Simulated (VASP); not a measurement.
Wanted: the native input for a VASP 6.6.1 run.

* Task: relaxation of cell and atoms
* Functional: PBE
* Potentials or basis: VASP PAW PBE potentials, release 64 (Al, B, Sb)
* Cutoff: 500 eV
* k mesh: 6 × 6 × 2
* Occupations: gaussian, width 0.2 eV
* Spin: no spin polarisation
* Dipole correction: no
* Further INCAR settings: ALGO = Normal; EDIFF = 1e-07; IBRION = 2; EDIFFG = -0.025; NSW = 80; ISIF = 3

The structure of AlB3Sb4 lies in POSCAR:

```
AlB3Sb4
1.0
    3.8902604840     -0.0353547041      0.0729954219
   -0.0353547041      3.9077537612      0.0569105626
    0.2118266700      0.1651497405     11.0236817459
Al B Sb
1 3 4
Direct
   -0.0165246374      0.0071095015      0.5028588858
    0.0391861494     -0.0018746165      0.0206667802
    0.4720197846      0.4767021865      0.2278222434
    0.4552849194      0.5734832711      0.7598678555
    0.5535713605      0.0026773389      0.1221919551
   -0.0299764327      0.5085611202      0.3382835470
    0.4936738224     -0.0450292372      0.6647816238
    0.0327650338      0.4783704356      0.8635271093
```

The input as run:

INCAR

```
  PREC = Accurate
  ENCUT = 500
  EDIFF = 1E-7
  ISMEAR = 0
  SIGMA = 0.2
  LREAL = False
  LASPH = True
  NELM = 120
  ALGO = Normal
  ISIF = 3
  LWAVE = False
  LCHARG = False
  GGA = PE
  IBRION = 2
  NSW = 80
  EDIFFG = -0.025
  GGA_COMPAT = False
  NELMIN = 4
```

KPOINTS

```
regular mesh
0
Gamma
  6 6 2
```

Potentials or basis: VASP PAW PBE potentials, release 64 (Al, B, Sb).

Launch:

```console
$ cat potpaw_PBE.64/Al/POTCAR potpaw_PBE.64/B/POTCAR potpaw_PBE.64/Sb/POTCAR > POTCAR
$ mpirun -np 1 vasp_std > vasp.out
```

Results of the run:

```yaml
Relaxed_volume: 21.07 Å³/atom
Relaxed_cell: a = 3.876 Å, b = 3.876 Å, c = 11.222 Å, α = 90.00°, β = 90.01°, γ = 90.00°
Space_group_after_relaxing_to_0.1_Å: P-4m2 (No. 115)
Energy_gained_by_relaxing: 490.3 meV/atom
Ionic_steps: 20
Pressure_after_relaxing: 0.0 GPa
Largest_force_after_relaxing: 0.025 eV/Å
Band_gap_on_the_k_mesh: 0.14 eV (least direct gap 0.16 eV)
```

Caveat: semilocal functionals underestimate gaps, and a narrow one can read as zero; spin-orbit coupling is left out, which moves the levels of the heavy elements.

Wall time 29 min on 1 thread of Oxide Virtual Turin-like Processor (shared host), peak memory 0.31 GiB.
